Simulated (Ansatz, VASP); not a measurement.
**One calculation of Ir, two programs**

The input INCAR:

```
ALGO = Fast
EDIFF = 1E-7
ENCUT = 520
GGA = PS
ISIF = 2
ISMEAR = 0
LASPH = T
LCHARG = T
LELF = T
LREAL = F
LVHAR = T
LWAVE = F
NBANDS = 16
NELM = 60
PREC = Accurate
SIGMA = 0.15
```

Contents of KPOINTS:

```
k-points
0
Gamma
  18 18 12
```

The input POSCAR:

```
Ir
1.0
    2.7513778946      0.0000000000      0.0000000000
   -1.3756889473      2.3827631521      0.0000000000
    0.0000000000      0.0000000000      4.4622900000
Ir
2
Direct
    0.5376753670      0.2389051482      0.7500000000
    0.3333333333      0.6666666667      0.2500000000
```

Input for Ansatz:

```yaml
crystal:
  lattice:
    - [2.7513778946, 0.0, 0.0]
    - [-1.3756889473, 2.3827631521, 0.0]
    - [0.0, 0.0, 4.46229]
  atoms:
    - { symbol: Ir, position: [0.537675367, 0.2389051482, 0.75] }
    - { symbol: Ir, position: [0.3333333333, 0.6666666667, 0.25] }
basis:
  ecutwfc: 420
kpoints:
  mp_grid: { grid: [18, 18, 12] }
hamiltonian:
  xc: pbesol
scf:
  occupations: { method: gaussian, width: 0.15 }
output:
  forces: true
  stress: true
  eigenvalues: true
```

Alike in both runs: task single point; functional PBEsol; k mesh 18 × 18 × 12; occupations gaussian, width 0.15 eV; no spin polarisation.

```csv
,VASP,Ansatz
version,VASP 6.6.1,Ansatz 0.2.0
potentials or method,"VASP PAW PBE potentials, release 64 (Ir), cutoff 520 eV","scalar-relativistic, plane waves, PAW"
valence electrons in the cell,18,34
```

|  | VASP | Ansatz | Ansatz less VASP |
| --- | --- | --- | --- |
| gap on the k mesh at the Fermi level (eV) | none | none | - |
| pressure (GPa) | -8.2 | -9.0 | -0.77 |
| traceless stress, the component that is largest in VASP (GPa) | 5.83 | 5.75 | -0.082 |
| rms of the force components (eV/Å) | 0.724 | 0.724 | -0.0004 |

VASP's potentials were made for PBE, not for PBEsol. Atom by atom the forces differ by 0.002 eV/Å (rms over components). A gap of «none» marks a metal or a gap that the smearing closes. With one functional, cell and mesh, what is left measures potentials, basis and numerics. VASP's potentials hold 18 valence electrons a cell and Ansatz's 34, so a difference there can come from the potentials and not from the codes.

Neither program's run includes spin-orbit coupling.
